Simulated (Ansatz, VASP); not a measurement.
Pt in VASP and in Ansatz

```
Pt
1.0
    -1.59471    1.59471    1.59471
     1.59471   -1.59471    1.59471
     1.59471    1.59471   -1.59471
Pt
1
Direct
  0.00000 0.00000 0.00000
```

Alike in both runs: task single point; functional r2SCAN; k mesh 12 × 12 × 12; occupations fermi-dirac, width 0.05 eV; no spin polarisation.

|  | VASP | Ansatz |
| --- | --- | --- |
| version | VASP 6.6.1 | Ansatz 0.2.0 |
| potentials or method | VASP PAW PBE potentials, release 64 (Pt_sv_GW) | Ansatz PAW |
| plane-wave cutoff (eV) | 550 | 500 |
| valence electrons in the cell | 18 | 18 |

VASP gave:

* gap on the k mesh at the Fermi level (eV): none
* pressure (GPa): -12.9

Task: Which values does Ansatz return?

Result: gap on the k mesh at the Fermi level (eV): none; pressure (GPa): -11.1.

VASP's potentials were made for PBE, not for r2SCAN. A gap of «none» marks a metal or a gap that the smearing closes. The functional is the same, so the differences come from potentials, cutoffs and numerics.

Neither program's run includes spin-orbit coupling.
